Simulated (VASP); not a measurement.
# Si16O (a cell with a defect) in VASP: notebook, part 2 of 2

VASP 6.6.1. The steps go on from the part before.

### Step 3. Single point, PBEsol, collinear spin, ferromagnetic start

INCAR reads:

```
PREC = Accurate
ENCUT = 520
EDIFF = 1E-6
ISMEAR = -1
SIGMA = 0.05
LREAL = Auto
LASPH = True
NELM = 150
ALGO = Normal
ISIF = 2
LWAVE = False
LCHARG = False
ISPIN = 2
MAGMOM = 0 0 0 0 0 0 0 0 0 0 0 0 0 0 0 0 1
LORBIT = 11
GGA = PS
NBANDS = 53
```

KPOINTS reads:

```
regular mesh
0
Gamma
  2 2 2
```

POSCAR reads:

```
Si16O
1.0
    0.0000000000      5.4300000000      5.4300000000
    5.4300000000      0.0000000000      5.4300000000
    5.4300000000      5.4300000000      0.0000000000
Si O
16 1
Direct
    0.0658195212     -0.0444567219      0.0832780847
    0.1521731123      0.1703867403      0.1292265193
   -0.0605524862      0.0246961326      0.5691528545
   -0.0068876611      0.1683425414      0.7322283610
    0.0515469613      0.5382872928      0.0145856354
    0.2517587477      0.5803775322      0.1313904236
   -0.0285819521      0.5161510129      0.5714364641
    0.1306445672      0.6554696133      0.6271270718
    0.4997605893     -0.0395948435      0.0878453039
    0.6060681400      0.1221639042      0.1793830571
    0.3760036832      0.0929650092      0.5514180479
    0.5726058932      0.1429558011      0.7050184162
    0.6502025783      0.4211233886     -0.0258379374
    0.6797421731      0.5909760589      0.1617863720
    0.4805524862      0.4855248619      0.5422099448
    0.5924401473      0.6275598527      0.6553130755
    0.8112799263      0.9651841621      0.2785359116
```

Potentials or basis: VASP PAW PBE potentials, release 64 (Si, O).

On the command line:

```
$ cat potpaw_PBE.64/Si/POTCAR potpaw_PBE.64/O/POTCAR > POTCAR
$ mpirun -np 1 vasp_std > vasp.out
```

Wall time 16 min (1 thread of Intel Xeon 8259CL, shared host); peak memory 0.71 GiB.

Results (log left out):

```yaml
Free_energy: -93.9258 eV
Pressure: 0.4 GPa
Largest_force: 3.504 eV/Å
Band_gap_on_the_k_mesh: 0.05 eV
Net_moment: 0.00 μB per cell
Valence_electrons_inside_the_program's_atomic_spheres: Si 1.60, 1.68, 1.64, 1.67, 1.61, 1.65, 1.70, 1.71, 1.69, 1.57, 1.62, 1.74 (each value once); O 5.07
```

Forces on the atoms (eV/Å):
```
Si  -0.044 -1.357 -0.991
Si   1.083  0.944 -1.415
Si  -1.378 -0.875  1.294
Si  -0.414  2.127 -0.163
Si  -0.428 -0.546  0.070
Si   1.206  0.217 -0.194
Si  -0.970 -1.465  0.399
Si   1.945  0.057 -0.657
Si  -0.690 -0.641  0.678
Si   0.374  2.366 -2.557
Si  -0.500  1.214 -0.159
Si  -1.474  0.318 -2.429
Si   2.061 -0.864  1.917
Si  -0.193 -0.068 -0.612
Si  -0.450 -0.402  2.210
Si   1.144 -0.982  1.658
O   -1.272 -0.044  0.951
```

Stress tensor (GPa, compression positive):
```
-1.57 -1.73  3.55
-1.73 -0.05  0.73
 3.55  0.73  2.76
```

Levels at points of the mesh, in eV from the valence-band top:
Spin up:
```tsv
k point	band 31	band 32	band 33	band 34	band 35	band 36	band 37	band 38	band 39	band 40
(0.00, 0.00, 0.00)	-0.83	-0.75	-0.47	-0.27	-0.09	0.05	0.23	0.45	0.67	0.89
(0.50, 0.00, 0.00)	-1.49	-1.18	-0.47	-0.39	0.00	0.53	0.75	0.95	1.18	1.46
(0.00, 0.50, 0.00)	-1.49	-1.36	-0.95	-0.62	-0.28	0.33	0.57	1.03	1.15	1.49
(0.00, 0.00, 0.50)	-1.75	-1.26	-1.11	-0.72	-0.34	0.23	0.67	0.82	1.17	1.45
(0.50, 0.50, 0.50)	-1.55	-1.20	-0.89	-0.77	-0.25	0.32	0.63	0.75	1.24	1.26
(0.50, 0.50, 0.00)	-1.74	-1.33	-1.00	-0.84	-0.50	0.85	0.98	1.35	1.40	1.93
(0.00, 0.50, 0.50)	-1.72	-1.19	-1.11	-1.02	-0.65	0.70	1.13	1.55	1.72	1.95
(0.50, 0.00, 0.50)	-1.72	-1.22	-0.80	-0.73	-0.48	0.56	0.73	1.22	1.39	1.75
```
Spin down:
| k point | band 32 | band 33 | band 34 | band 35 | band 36 | band 37 | band 38 | band 39 |
| --- | --- | --- | --- | --- | --- | --- | --- | --- |
| (0.00, 0.00, 0.00) | -0.75 | -0.47 | -0.27 | -0.09 | 0.05 | 0.23 | 0.45 | 0.67 |
| (0.50, 0.00, 0.00) | -1.18 | -0.47 | -0.39 | 0.00 | 0.53 | 0.75 | 0.95 | 1.18 |
| (0.00, 0.50, 0.00) | -1.36 | -0.95 | -0.62 | -0.28 | 0.33 | 0.57 | 1.03 | 1.15 |
| (0.00, 0.00, 0.50) | -1.26 | -1.11 | -0.72 | -0.34 | 0.23 | 0.67 | 0.82 | 1.17 |
| (0.50, 0.50, 0.50) | -1.20 | -0.89 | -0.77 | -0.25 | 0.32 | 0.63 | 0.75 | 1.24 |
| (0.50, 0.50, 0.00) | -1.33 | -1.00 | -0.84 | -0.50 | 0.85 | 0.98 | 1.35 | 1.40 |
| (0.00, 0.50, 0.50) | -1.19 | -1.11 | -1.02 | -0.65 | 0.70 | 1.13 | 1.55 | 1.72 |
| (0.50, 0.00, 0.50) | -1.22 | -0.80 | -0.73 | -0.48 | 0.56 | 0.73 | 1.22 | 1.39 |

Caveat: the k points lie up to 0.50 Å⁻¹ apart; the atoms stand as in a frame of molecular dynamics; the PAW data sets were made with another functional, which shifts forces and pressure a little.

### Step 4. Single point, PBEsol, collinear spin, ferromagnetic start

INCAR reads:

```
SYSTEM = Si16O
PREC = Accurate ; ENCUT = 520
EDIFF = 1E-7 ; ISMEAR = -1
SIGMA = 0.05 ; LREAL = Auto
LASPH = .True. ; NELM = 150
ALGO = Normal ; ISIF = 2
LWAVE = .False. ; LCHARG = .True.
ISPIN = 2 ; MAGMOM = 0 0 0 0 0 0 0 0 0 0 0 0 0 0 0 0 1
LORBIT = 11 ; GGA = PS
LELF = .True. ; LVHAR = .True.
NBANDS = 53
```

KPOINTS reads:

```
regular mesh
0
Gamma
  2 2 2
  0 0 0
```

POSCAR reads:

```
Si16O
1.0
    0.0000000000      5.4300000000      5.4300000000
    5.4300000000      0.0000000000      5.4300000000
    5.4300000000      5.4300000000      0.0000000000
Si O
16 1
Direct
    0.0925874770     -0.0547237569      0.0390883978
    0.1357274401      0.1280847145      0.1935174954
   -0.0269889503      0.0556261510      0.5282780847
   -0.0061694291      0.1693370166      0.7617679558
    0.0539318600      0.5033057090      0.0254235727
    0.2556169429      0.5777163904      0.1360036832
   -0.0520349908      0.5459760589      0.5490147330
    0.1250552486      0.6398618785      0.6631767956
    0.5087476980     -0.0462062615      0.0872928177
    0.6263812155      0.0712246777      0.2382596685
    0.3883609576      0.0833517495      0.5630386740
    0.5655616943      0.1006261510      0.7122467772
    0.6446961326      0.4374769797     -0.0023204420
    0.6875138122      0.5856537753      0.1785451197
    0.5203314917      0.4991160221      0.5332412523
    0.5616482505      0.7098250460      0.6478176796
    0.8719152855      0.8739042357      0.2753775322
```

Potentials or basis: VASP PAW PBE potentials, release 64 (Si, O).

On the command line:

```
$ cat potpaw_PBE.64/Si/POTCAR potpaw_PBE.64/O/POTCAR > POTCAR
$ mpirun -np 1 vasp_std > vasp.out
```

OUTCAR:

```text
SYSTEM = Si16O
   PREC = Accurate
   ENCUT = 520
   EDIFF = 1E-7
   ISMEAR = -1
   LREAL = Auto
   LASPH = .True.
   NELM = 150
   ISIF = 2
   ISPIN = 2
   LORBIT = 11
   GGA = PS

 ion  position               nearest neighbor table
   1  0.093  0.945  0.039-  17 1.82   4 2.17   6 2.32   2 2.45  10 2.94  11 3.14
   2  0.136  0.128  0.194-   3 2.13   9 2.36   5 2.38   1 2.45
   3  0.973  0.056  0.528-   2 2.13   4 2.45   8 2.61  12 2.63
   4  0.994  0.169  0.762-   1 2.17   7 2.45   3 2.45  11 2.52  13 2.84
   5  0.054  0.503  0.025-   8 2.30  14 2.31   2 2.38   6 2.48
   6  0.256  0.578  0.136-   1 2.32  13 2.44   5 2.48   7 2.83
   7  0.948  0.546  0.549-  17 2.36  16 2.44   8 2.44   4 2.45   6 2.83  13 3.01
   8  0.125  0.640  0.663-   5 2.30   7 2.44  15 2.48   3 2.61
   9  0.509  0.954  0.087-  14 2.34   2 2.36  12 2.40  10 2.42
  10  0.626  0.071  0.238-  17 1.78  11 2.25   9 2.42  13 2.51   1 2.94  16 2.99
[... 1069 lines left out ...]
      7.37200      6.56740      6.90410        -0.758837      1.353193     -0.933248
      6.24060      6.22980      9.47980         0.444736     -1.953943      0.937466
 -----------------------------------------------------------------------------------
    total drift:                               -0.006084     -0.006739     -0.004590

  FREE ENERGIE OF THE ION-ELECTRON SYSTEM (eV)
  ---------------------------------------------------
  free  energy   TOTEN  =       -94.1955800348 eV

  energy  without entropy=      -94.1599800378  energy(sigma->0) =      -94.17778004

 total charge

# of ion       s       p       d       tot
------------------------------------------
    1        0.769   0.879   0.000   1.648
    2        0.759   0.964   0.000   1.723
    3        0.764   0.885   0.000   1.649
    4        0.777   0.884   0.000   1.661
    5        0.751   0.923   0.000   1.675
    6        0.792   0.819   0.000   1.612
[... 9 lines left out ...]
   16        0.778   0.836   0.000   1.614
   17        1.577   3.440   0.000   5.017
--------------------------------------------------
tot         13.855  17.451   0.000  31.306

 magnetization (x)

# of ion       s       p       d       tot
------------------------------------------
    1        0.000  -0.000   0.000  -0.000
    2        0.000   0.000   0.000   0.000
    3       -0.000  -0.000   0.000  -0.000
    4        0.000   0.000   0.000   0.000
    5        0.000   0.000   0.000   0.000
    6       -0.000  -0.000   0.000  -0.000
[... 9 lines left out ...]
   16       -0.000  -0.000   0.000  -0.000
   17       -0.000  -0.000   0.000  -0.000
--------------------------------------------------
tot         -0.000  -0.000   0.000  -0.000
```

stdout:

```text
POSCAR found type information on POSCAR SiO
 POSCAR found :  2 types and      17 ions
 scaLAPACK will be used
 -----------------------------------------------------------------------------
|                                                                             |
|                                                                             |
|     You enforced a specific xc type in the INCAR file but a different       |
|     I HOPE YOU KNOW WHAT YOU ARE DOING!                                     |
|                                                                             |
 -----------------------------------------------------------------------------

 LDA part: xc-table for (Slater+PW92), standard interpolation
 POSCAR, INCAR and KPOINTS ok, starting setup
 FFT: planning ... GRIDC
 FFT: planning ... GRID_SOFT
 FFT: planning ... GRID
 WAVECAR not read
 entering main loop
```

It took 9.4 min on 1 thread of Intel Xeon Platinum 8375C at 2.90GHz (Ice Lake), shared host; peak memory 0.71 GiB.

Results:

```yaml
Free_energy: -94.1956 eV
Pressure: -2.1 GPa
Largest_force: 4.690 eV/Å
Band_gap_on_the_k_mesh: 0.11 eV
Net_moment: 0.00 μB per cell
Valence_electrons_inside_the_program's_atomic_spheres: Si 1.65, 1.72, 1.66, 1.68, 1.61, 1.55, 1.63, 1.67, 1.60, 1.70, 1.64 (each value once); O 5.02
```

Forces in eV/Å, atoms in the order of the input:
```
Si   1.580  2.340 -1.444
Si  -2.351 -1.438  1.860
Si   1.996  1.857 -3.816
Si  -1.075 -2.552  1.278
Si   0.229  1.180  0.497
Si  -0.407 -0.056 -0.906
Si  -0.039  0.345  0.930
Si  -0.418 -0.988  0.955
Si   0.397 -0.139  0.619
Si  -1.528 -0.205  1.006
Si   0.613 -0.244 -1.144
Si   0.459  1.132  2.701
Si   0.229 -0.177 -0.759
Si  -0.585 -0.737  0.202
Si   1.213  0.281 -1.985
Si  -0.759  1.353 -0.933
O    0.445 -1.954  0.937
```

Caveat: the k points lie up to 0.50 Å⁻¹ apart; the atoms stand as in a frame of molecular dynamics; the PAW data sets were made with another functional, which shifts forces and pressure a little.

### Step 5. The runs side by side

| cell | gap on the mesh (eV) | pressure (GPa) | moment (μB) | largest force (eV/Å) |
| --- | --- | --- | --- | --- |
| as given, atomic positions A | none | 0.8 | 0.00 | 4.07 |
| as given, atomic positions B | 0.05 | 0.4 | 0.00 | 3.50 |
| as given, atomic positions C | 0.11 | -2.1 | 0.00 | 4.69 |

Alike in all rows: task single point; level PBEsol; potentials or basis VASP PAW PBE potentials, release 64 (Si, O); spin collinear, ferromagnetic start; k mesh 2 × 2 × 2; cutoff (eV) 520; smearing fermi-dirac 0.05 eV.

Caveats: all runs use coarse meshes; the atoms stand as in a frame of molecular dynamics; the PAW data sets were made with another functional, which shifts forces and pressure a little.

Total energies depend on the potentials used, so only differences within one code and one set of settings carry meaning.
